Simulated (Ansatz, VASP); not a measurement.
**W in VASP and in Ansatz**

```
CELL_PARAMETERS angstrom
-1.55737 1.55737 1.67717
1.55737 -1.55737 1.67717
1.55737 1.55737 -1.67717
ATOMIC_POSITIONS crystal
W 0.00000 0.00000 0.00000
```

Change from the starting cell: strain -0.025 along x and y, +0.050 along z, atoms carried along.

Alike in both runs: task single point; functional PBE; k mesh 20 × 20 × 20; occupations fermi-dirac, width 0.4 eV; no spin polarisation.

|  | VASP | Ansatz |
| --- | --- | --- |
| version | VASP 6.6.1 | Ansatz 0.2.0 |
| potentials or method | VASP PAW PBE potentials, release 64 (W_sv), cutoff 520 eV | scalar-relativistic, plane waves, PAW |
| valence electrons in the cell | 14 | 14 |

|  | VASP | Ansatz | Ansatz less VASP |
| --- | --- | --- | --- |
| gap on the k mesh at the Fermi level (eV) | none | none | - |
| pressure (GPa) | 0.1 | -0.3 | -0.43 |
| traceless stress, the component that is largest in VASP (GPa) | -10.95 | -10.95 | -0.005 |

A gap of «none» marks a metal or a gap that the smearing closes.

Spin-orbit coupling is off throughout.
